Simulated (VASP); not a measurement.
Runs of VASP 6.6.1 on LiF. The structure is that of space group Fm-3m (No. 225), or close to it. The cells are those of the table. 

```tsv
task	cell	cutoff (eV)	gap on the mesh (eV)	pressure (GPa)
single point	a = 2.726 Å, angles 60.0°, 2 atoms	520	10.12	-
single point	a = 2.754 Å, angles 60.0°, 2 atoms	520	9.80	-
single point	a = 2.646 Å, angles 60.0°, 2 atoms	520	11.12	-
relaxation of cell and atoms	relaxed to 2 GPa from a = 2.764 Å, angles 60.0°, 2 atoms	600	(a)	2.0
relaxation of cell and atoms	relaxed to 7 GPa from a = 2.764 Å, angles 60.0°, 2 atoms	600	10.50	7.0
single point	a = 2.744 Å, angles 60.0°, 2 atoms	520	(b)	-
relaxation of cell and atoms	relaxed to 10 GPa from a = 2.764 Å, angles 60.0°, 2 atoms	600	10.78	10.0
relaxation of cell and atoms	relaxed to 1 GPa from a = 2.764 Å, angles 60.0°, 2 atoms	600	(c)	1.0
relaxation of cell and atoms	relaxed to 15 GPa from a = 2.764 Å, angles 60.0°, 2 atoms	600	11.20	15.0
single point	a = 2.679 Å, angles 60.0°, 2 atoms	520	10.70	-
relaxation of cell and atoms	relaxed to 4 GPa from a = 2.764 Å, angles 60.0°, 2 atoms	600	10.20	4.0
single point	a = 2.701 Å, angles 60.0°, 2 atoms	520	10.42	-
```

Alike in all rows: level LDA; potentials or basis VASP PAW LDA potentials, release 64 (Li_sv, F); no spin polarisation; k mesh 10 × 10 × 10; smearing gaussian 0.01 eV.

**Question.** Estimate the missing entries.

**Answer.** (a) 9.99; (b) 9.91; (c) 9.88.

Caveats: the cutoff is under 1.25 times the usual one of these potentials, so pressure, stress and relaxed cells hold a basis-set (Pulay) error; the cell is relaxed towards a set pressure, so the enthalpy falls and the energy may rise (some runs).

A k mesh can miss the band edges.
